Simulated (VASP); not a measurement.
MgO3:

```
Mg O
1.0
     2.80116    0.00000    0.00000
     0.00000    6.60364    0.00000
     0.00000    0.00000    5.25559
Mg O
1 3
Direct
  0.00000 0.00000 0.00000
  0.50000 0.00000 0.73881
  0.00000 0.00000 0.50000
  0.50000 0.00000 0.26119
```

The cell was generated, and may not be a known phase.

| Item | Value |
| --- | --- |
| Program | VASP 6.6.1 |
| Task | relaxation of cell and atoms |
| Functional | PBE |
| Potentials or basis | VASP PAW PBE potentials, release 64 (Mg, O) |
| Cutoff | 600 eV |
| k mesh | 16 × 8 × 10 |
| Occupations | gaussian, width 0.1 eV |
| Spin | no spin polarisation |

At the start: pressure -0.2 GPa; volume 24.30 Å³/atom.

**Question.** How do energy, volume and symmetry change on relaxing?

**Answer.** Over 27 steps the energy falls by 2.2 meV/atom and the volume is 20.69 Å³/atom (-14.9 %); space group Pmmm (No. 47, to 0.1 Å) before and after.

The path:
| step | energy change (eV) | largest force (eV/Å) | pressure (GPa) | volume (Å³) |
| --- | --- | --- | --- | --- |
| 1 | 0.0000 | 0.0302 | -0.17 | 97.22 |
| 2 | -0.0002 | 0.0046 | 0.05 | 96.86 |
| 3 | -0.0002 | 0.0054 | -0.01 | 96.96 |
| 4 | -0.0002 | 0.0048 | -0.02 | 96.89 |
| 5 | -0.0004 | 0.0334 | -0.06 | 96.68 |
| 6 | -0.0003 | 0.0914 | -0.12 | 96.27 |
| 7 | -0.0004 | 0.0586 | -0.08 | 96.51 |
| 8 | -0.0004 | 0.0586 | -0.10 | 96.48 |
| 9 | -0.0005 | 0.0586 | -0.11 | 96.39 |
| 10 | -0.0006 | 0.0600 | -0.10 | 96.22 |
| 11 | -0.0009 | 0.0630 | -0.09 | 95.87 |
| 12 | -0.0014 | 0.0676 | -0.10 | 95.17 |
| 13 | -0.0024 | 0.0768 | -0.12 | 93.78 |
| 14 | -0.0044 | 0.0962 | -0.14 | 90.99 |
| 15 | -0.0071 | 0.1330 | -0.19 | 85.41 |
| 16 | -0.0077 | 0.1006 | -0.12 | 84.77 |
| 17 | -0.0084 | 0.0566 | -0.03 | 83.89 |
| 18 | -0.0085 | 0.0334 | 0.16 | 82.15 |
| 19 | -0.0086 | 0.0033 | 0.08 | 82.86 |
| 20 | -0.0086 | 0.0018 | 0.07 | 82.77 |
| 21 | -0.0086 | 0.0173 | 0.12 | 82.46 |
| 22 | -0.0086 | 0.0083 | 0.11 | 82.63 |
| 23 | -0.0086 | 0.0048 | 0.11 | 82.69 |
| 24 | -0.0088 | 0.0015 | 0.00 | 82.78 |
| 25 | -0.0088 | 0.0018 | -0.07 | 82.85 |
| 26 | -0.0089 | 0.0045 | -0.04 | 82.81 |
| 27 | -0.0089 | 0.0077 | 0.00 | 82.75 |

Final structure:
```xyz
4
Lattice="2.7993 0.0000 0.0000 0.0000 5.6350 0.0000 0.0000 0.0000 5.2461" Properties=species:S:1:pos:R:3 pbc="T T T"
Mg    0.0000    0.0000    0.0000
O     1.3997    0.0000    3.8778
O     0.0000    0.0000    2.6231
O     1.3997    0.0000    1.3683
```
